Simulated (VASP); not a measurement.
A run of VASP 6.6.1 is set up as follows.

File INCAR:

```
SYSTEM = GaN
PREC = Accurate ; ENCUT = 520
EDIFF = 1E-7 ; ISMEAR = 0
SIGMA = 0.01 ; LREAL = .FALSE.
LASPH = .TRUE. ; NELM = 60
ALGO = Normal ; ISIF = 2
LWAVE = .FALSE. ; LCHARG = .TRUE.
GGA = PE ; IVDW = 13
LELF = .TRUE. ; LVHAR = .TRUE.
NBANDS = 16
```

KPOINTS

```
Automatic mesh
0
G
  4 4 4
  0 0 0
```

File POSCAR:

```
GaN
1.0
    0.0000000000      2.2535006100      2.2535006100
    2.2535006100      0.0000000000      2.2535006100
    2.2535006100      2.2535006100      0.0000000000
Ga N
1 1
Direct
    0.0000000000      0.0000000000      0.0000000000
    0.7499999989      0.7499999989      0.7499999989
```

Potentials or basis: VASP PAW PBE potentials, release 64 (Ga_d, N).

Launch:

```bash
$ cat potpaw_PBE.64/Ga_d/POTCAR potpaw_PBE.64/N/POTCAR > POTCAR
$ mpirun -np 1 vasp_std > vasp.out
```

(1) Estimate the band gap on the k mesh.

(2) Estimate the pressure.

(3) Estimate the dispersion energy per atom.

Answers

(1) 1.70 eV, direct.

(2) -0.7 GPa.

(3) -0.400 eV.

Caveat: the k points lie up to 0.60 Å⁻¹ apart.
